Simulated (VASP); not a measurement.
Input of a VASP 6.6.1 run:

INCAR

```
SYSTEM = Rh
PREC     = Accurate       ! precision mode
ENCUT    = 520            ! plane-wave cutoff, eV
EDIFF    = 1E-6           ! SCF threshold, eV
ISMEAR   = 0              ! smearing method
SIGMA    = 0.15           ! smearing width, eV
LREAL    = .FALSE.        ! projectors in reciprocal space
LASPH    = .TRUE.         ! aspherical terms in the spheres
NELM     = 60             ! most SCF steps
ALGO     = Fast           ! electronic algorithm
ISIF     = 2              ! what is computed and relaxed
LWAVE    = .FALSE.        ! write WAVECAR
LCHARG   = .FALSE.        ! write CHGCAR
GGA      = PS             ! functional
NBANDS   = 22             ! bands
```

KPOINTS

```
Automatic mesh
0
G
  18 18 12
  0 0 0
```

POSCAR

```
Rh
1.0
    2.7309790422      0.0477921332      0.0000000000
   -1.3241003196      2.3412011612      0.0000000000
    0.0000000000      0.0000000000      4.4284890000
Rh
2
Direct
    0.6666666667      0.3333333333      0.7500000000
    0.3333333333      0.6666666667      0.2500000000
```

Potentials or basis: VASP PAW PBE potentials, release 64 (Rh_pv).

Launch:

```bash
$ cat potpaw_PBE.64/Rh_pv/POTCAR > POTCAR
$ mpirun -np 1 vasp_std > vasp.out
```

(1) What does it give for the pressure?

(2) Estimate the largest force.

(3) What does it give for the band gap on the k mesh?

Results:

(1) -13.3 GPa.

(2) 0.062 eV/Å.

(3) zero (bands 15 and 16 overlap by 2.33 eV).

Caveat: the cell differs from its parent crystal (strain +0.0350 x Voigt [0, 0, 0, 0, 0, 1]); the cell stands under tension; the PAW data sets were made with another functional, which shifts forces and pressure a little.
